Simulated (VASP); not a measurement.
# Rh (Fm-3m) in VASP: a series of runs

Rh is run at these levels: r2SCAN, PBE; tasks: single point, relaxation of cell and atoms.

All numbers are computed with VASP 6.6.1; they aren't measurements. Logs are shortened: lines on timing, memory, paths and dates and some standing lists are left out, and cuts for length are marked.

### Step 1. The cell of the first run

Symmetry: Fm-3m, No. 225, cubic system. Conventional cell: a = 3.744 Å, b = 3.744 Å, c = 3.744 Å, α = 90.00°, β = 90.00°, γ = 90.00°. Within 3.5 Å of Rh (site symmetry m-3m) lie 12 Rh at 2.65 Å.

### Step 2. Single point, r2SCAN

The input, POSCAR:

```
Rh
1.0
    0.0000000000      1.8722002341      1.8722002341
    1.8722002341      0.0000000000      1.8722002341
    1.8722002341      1.8722002341      0.0000000000
Rh
1
Direct
    0.0000000000      0.0000000000      0.0000000000
```

The input, INCAR.step1:

```
PREC = Accurate ; ENCUT = 580
ISMEAR = -1 ; SIGMA = 0.05
LREAL = F ; LASPH = T
NELM = 120 ; NBANDS = 14
GGA = PE ; ALGO = Normal
EDIFF = 1E-5 ; LWAVE = T
LCHARG = F ; GGA_COMPAT = F
```

The input, INCAR.step2:

```
PREC = Accurate ; ENCUT = 580
EDIFF = 1E-6 ; ISMEAR = -1
SIGMA = 0.05 ; LREAL = F
LASPH = T ; NELM = 120
ALGO = Normal ; ISIF = 2
LWAVE = F ; LCHARG = T
METAGGA = R2SCAN ; LMIXTAU = T
LELF = T ; LVHAR = T
NBANDS = 14 ; ISTART = 1
GGA_COMPAT = F
```

The input, KPOINTS:

```
regular mesh
0
Gamma
  12 12 12
```

Potentials or basis: VASP PAW PBE potentials, release 64 (Rh_sv_GW).

Launch:

```bash
cat potpaw_PBE.64/Rh_sv_GW/POTCAR > POTCAR
cp INCAR.step1 INCAR
mpirun -np 1 vasp_std > vasp.out
cp INCAR.step2 INCAR
mpirun -np 1 vasp_std > vasp.out
```

OUTCAR:

```text
PREC = Accurate
   ENCUT = 580
   EDIFF = 1E-6
   ISMEAR = -1
   LREAL = F
   LASPH = T
   NELM = 120
   ISIF = 2
   METAGGA = R2SCAN
   ISTART = 1

 ion  position               nearest neighbor table
   1  0.000  0.000  0.000-

  LATTYP: Found a face centered cubic cell.
 ALAT       =     3.7444004682

  Lattice vectors:

 A1 = (   0.0000000000,   1.8722002341,   1.8722002341)
 A2 = (   1.8722002341,   0.0000000000,   1.8722002341)
 A3 = (   1.8722002341,   1.8722002341,   0.0000000000)

Analysis of symmetry for initial positions (statically):
[... 33 lines left out ...]
                                     Primitive cell

  volume of cell :      13.1246

  direct lattice vectors                    reciprocal lattice vectors
     0.000000000  1.872200234  1.872200234    -0.267065451  0.267065451  0.267065451
     1.872200234  0.000000000  1.872200234     0.267065451 -0.267065451  0.267065451
     1.872200234  1.872200234  0.000000000     0.267065451  0.267065451 -0.267065451

  length of vectors
     2.647690963  2.647690963  2.647690963     0.462570930  0.462570930  0.462570930

  position of ions in fractional coordinates (direct lattice)
     0.000000000  0.000000000  0.000000000

  ion indices of the primitive-cell ions
   primitive index   ion index
                 1           1

----------------------------------------------------------------------------------------

 KPOINTS: regular mesh

Automatic generation of k-mesh.
 Grid dimensions read from file:
 generate k-points for:   12   12   12

 Generating k-lattice:

  Cartesian coordinates                     Fractional coordinates (reciprocal lattice)
    -0.022255454  0.022255454  0.022255454     0.083333333  0.000000000  0.000000000
     0.022255454 -0.022255454  0.022255454     0.000000000  0.083333333  0.000000000
     0.022255454  0.022255454 -0.022255454     0.000000000  0.000000000  0.083333333

  Length of vectors
     0.038547578  0.038547578  0.038547578

  Shift w.r.t. Gamma in fractional coordinates (k-lattice)
     0.000000000  0.000000000  0.000000000

 Subroutine IBZKPT returns following result:
 ===========================================

 Found     72 irreducible k-points:

 Following reciprocal coordinates:
            Coordinates               Weight
  0.000000  0.000000  0.000000      1.000000
  0.083333  0.000000  0.000000      8.000000
  0.166667  0.000000  0.000000      8.000000
  0.250000  0.000000  0.000000      8.000000
  0.333333  0.000000  0.000000      8.000000
  0.416667  0.000000  0.000000      8.000000
[... 16 lines left out ...]
  0.500000  0.166667  0.000000     24.000000
 -0.416667  0.166667  0.000000     24.000000
 [... further k-points ...]
   k-points           NKPTS =     72   k-points in BZ     NKDIM =     72   number of bands    NBANDS=     14
   number of dos      NEDOS =    301   number of ions     NIONS =      1
   total plane-waves  NPLWV =  13824
   dimension x,y,z NGX =    24 NGY =   24 NGZ =   24
   dimension x,y,z NGXF=    48 NGYF=   48 NGZF=   48
   ions per type =               1
   NGX,Y,Z   is equivalent  to a cutoff of  15.07, 15.07, 15.07 a.u.
   NGXF,Y,Z  is equivalent  to a cutoff of  30.14, 30.14, 30.14 a.u.
 SYSTEM =  unknown system
   PREC   = accura    normal or accurate (medium, high low for compatibility)
   ISTART =      1    job   : 0-new  1-cont  2-samecut
   ICHARG =      0    charge: 1-file 2-atom 10-const
   ISPIN  =      1    spin polarized calculation?
   LNONCOLLINEAR =      F non collinear calculations
   LSORBIT =      F    spin-orbit coupling
   LASPH  =      T    aspherical Exc in radial PAW
   ENCUT  =  580.0 eV  42.63 Ry    6.53 a.u.   5.20  5.20  5.20*2*pi/ulx,y,z
   NELM   =    120;   NELMIN=  2; NELMDL=  0     # of ELM steps
   EDIFF  = 0.1E-05   stopping-criterion for ELM
   LREAL  =      F    real-space projection
   EDIFFG = 0.1E-04   stopping-criterion for IOM
   NSW    =      0    number of steps for IOM
   IBRION =     -1    ionic relax: 0-MD 1-quasi-New 2-CG
   NFREE  =      0    steps in history (QN), initial steepest desc. (CG)
   ISIF   =      2    stress and relaxation
   ISYM   =      2    0-nonsym 1-usesym 2-fastsym
   POTIM  = 0.5000    time-step for ionic-motion
   TEBEG  =    0.0;   TEEND  =   0.0 temperature during run
   PSTRESS=    0.0 pullay stress
   NELECT =      17.0000    total number of electrons
   NUPDOWN=      -1.0000    fix difference up-down
   EMIN   =  10.00;   EMAX   =-10.00  energy-range for DOS
   EFERMI =   0.00;   METHOD = LEGACY
   ISMEAR =    -1;   SIGMA  =   0.05  broadening in eV -4-tet -1-fermi 0-gaus
   EFERMI_NEDOS =   21; number of points for ismear=-14 and -15
   IALGO  =     38    algorithm
   IMIX   =      4    mixing-type and parameters
     AMIX     =   0.40;   BMIX     =  1.00
     AMIX_MAG =   1.60;   BMIX_MAG =  1.00
  volume/ion in A,a.u.               =      13.12        88.57
  Fermi-wavevector in a.u.,A,eV,Ry     =   1.784551  3.372311 43.329393  3.184621
  Thomas-Fermi vector in A             =   2.848514
   LORBIT       =      0    0 simple, 1 ext, 2 COOP (PROOUT), +10 PAW based schemes
   METAGGA = R2SCAN    functional components
   LHFCALC =     F    Hartree Fock is set to
   AEXX    =    0.0000 exact exchange contribution
   IVDW    =     0    specifies the selected vdW correction
   LEPSILON=     F    determine dielectric tensor
   LRPA    =     F    only Hartree local field effects (RPA)
 non-spin polarized calculation
  energy-cutoff  :      580.00
  volume of cell :       13.12
 maximum number of plane-waves:       444
 NGX is ok and might be reduce to    24
   NGX = 11   NGY = 11   NGZ = 11

 number of electron      17.0000003 magnetization

 Free energy of the ion-electron system (eV)
  ---------------------------------------------------
  ext. energy  EPLUGINS =         0.00000000
  ---------------------------------------------------
  free energy    TOTEN  =       -23.26249793 eV

  energy without entropy =      -23.25487548  energy(sigma->0) =      -23.25868670

 E-fermi :  11.5173     XC(G=0): -15.6329

 val. band max:       11.4458753972   @ k =  -0.3333   0.3333   0.0000
 cond. band min:      11.5296010632   @ k =   0.3333   0.1667   0.0000
 fundamental gap:      0.0837256661
 Fermi energy:        11.5173086138

 k-point     1 :       0.0000    0.0000    0.0000
  band No.  band energies     occupation
      1     -69.8444      2.00000
      2     -36.4017      2.00000
      3     -36.4017      2.00000
      4     -36.4017      2.00000
      5       2.9966      2.00000
      6       8.0880      2.00000
      7       8.0880      2.00000
      8       8.0880      2.00000
      9      10.3462      2.00000
     10      10.3462      2.00000
     11      27.9095      0.00000
     12      33.8122      0.00000
     13      33.8122      0.00000
     14      33.8122      0.00000

 k-point     2 :       0.0833    0.0000    0.0000
  band No.  band energies     occupation
      1     -69.8344      2.00000
      2     -36.4654      2.00000
      3     -36.4101      2.00000
      4     -36.4101      2.00000
      5       3.2974      2.00000
      6       7.9539      2.00000
      7       8.2051      2.00000
      8       8.2051      2.00000
      9      10.2821      2.00000
     10      10.2821      2.00000
     11      28.3535      0.00000
     12      32.4820      0.00000
     13      34.2637      0.00000
     14      34.2637      0.00000

 k-point     3 :       0.1667    0.0000    0.0000
  band No.  band energies     occupation
      1     -69.8072      2.00000
      2     -36.6362      2.00000
      3     -36.4330      2.00000
      4     -36.4330      2.00000
      5       4.0859      2.00000
      6       7.7253      2.00000
      7       8.4383      2.00000
      8       8.4383      2.00000
      9      10.2314      2.00000
     10      10.2314      2.00000
     11      29.3536      0.00000
     12      30.1054      0.00000
     13      35.5313      0.00000
     14      35.5313      0.00000

 k-point     4 :       0.2500    0.0000    0.0000
  band No.  band energies     occupation
      1     -69.7698      2.00000
      2     -36.8672      2.00000
      3     -36.4643      2.00000
      4     -36.4643      2.00000
      5       4.8582      2.00000
      6       8.0051      2.00000
      7       8.4686      2.00000
      8       8.4686      2.00000
      9      10.5430      2.00000
     10      10.5430      2.00000
     11      27.6128      0.00000
     12      29.7899      0.00000
     13      37.2994      0.00000
     14      37.2994      0.00000

 k-point     5 :       0.3333    0.0000    0.0000
  band No.  band energies     occupation
      1     -69.7321      2.00000
      2     -37.0940      2.00000
      3     -36.4958      2.00000
      4     -36.4957      2.00000
      5       4.9952      2.00000
      6       8.2584      2.00000
      7       8.2584      2.00000
      8       9.4150      2.00000
      9      11.2168      1.99510
     10      11.2168      1.99510
     11      24.9761      0.00000
[... 276 lines left out ...]
 k-point    22 :       0.4167    0.1667    0.0000
  band No.  band energies     occupation
      1     -69.7015      2.00000
      2     -37.1272      2.00000
      3     -36.6144      2.00000
      4     -36.5789      2.00000
      5       5.5556      2.00000
      6       7.3861      2.00000
      7       8.2912      2.00000
      8       9.0278      2.00000
      9      12.0563      0.00004
     10      13.3335      0.00000
     11      24.3035      0.00000
     12      29.4634      0.00000
     13      32.0977      0.00000
     14      33.8595      0.00000

 k-point    23 :       0.5000    0.1667    0.0000
  band No.  band energies     occupation
      1     -69.6821      2.00000
      2     -37.2241      2.00000
      3     -36.6634      2.00000
      4     -36.5794      2.00000
      5       5.4880      2.00000
      6       7.3011      2.00000
      7       8.8098      2.00000
      8       8.9889      2.00000
      9      12.1926      0.00000
     10      15.4317      0.00000
     11      21.5926      0.00000
     12      28.6964      0.00000
     13      32.2112      0.00000
     14      32.5239      0.00000

 k-point    24 :      -0.4167    0.1667    0.0000
  band No.  band energies     occupation
      1     -69.6796      2.00000
      2     -37.2320      2.00000
      3     -36.6936      2.00000
      4     -36.5602      2.00000
      5       5.5648      2.00000
      6       7.3167      2.00000
      7       8.7050      2.00000
      8       9.2527      2.00000
      9      11.7828      0.00984
     10      16.0520      0.00000
     11      21.1719      0.00000
     12      28.4101      0.00000
     13      31.5028      0.00000
     14      33.3698      0.00000

 [... further k-points ...]
[... 5 lines left out ...]
  --------------------------------------------------------------------------------------
  -------------------------------------------------------------------------------------
  Total        0.9992382      0.9992382      0.9992382     -0.0000000      0.0000000     -0.0000000
  in kB      121.9811540    121.9811540    121.9811540     -0.0000000      0.0000000     -0.0000000
  external PRESSURE =     121.9811540 kB  Pullay stress =       0.0000000 kB

 VOLUME and BASIS-vectors are now :
 -----------------------------------------------------------------------------
  energy-cutoff  :      580.00
  volume of cell :       13.12
      direct lattice vectors                 reciprocal lattice vectors
     0.000000000  1.872200234  1.872200234    -0.267065451  0.267065451  0.267065451
     1.872200234  0.000000000  1.872200234     0.267065451 -0.267065451  0.267065451
     1.872200234  1.872200234  0.000000000     0.267065451  0.267065451 -0.267065451

 POSITION                                       TOTAL-FORCE (eV/Angst)
 -----------------------------------------------------------------------------------
      0.00000      0.00000      0.00000         0.000000     -0.000000      0.000000
 -----------------------------------------------------------------------------------
    total drift:                               -0.000000     -0.000000     -0.000000

  FREE ENERGIE OF THE ION-ELECTRON SYSTEM (eV)
  ---------------------------------------------------
  free  energy   TOTEN  =       -23.2624979260 eV

  energy  without entropy=      -23.2548754791  energy(sigma->0) =      -23.25868670
```

Run time: 51 s. Hardware: 1 thread of Intel Xeon Platinum 8259CL at 2.50GHz (Skylake/Cascade Lake), shared host; peak memory 0.16 GiB.

Results:

| Property | Result |
| --- | --- |
| Free energy | -23.2625 eV |
| Pressure | 12.2 GPa |

Caveat: the PAW data sets were made with another functional, which shifts forces and pressure a little.

(Continued in part 2 of 2.)
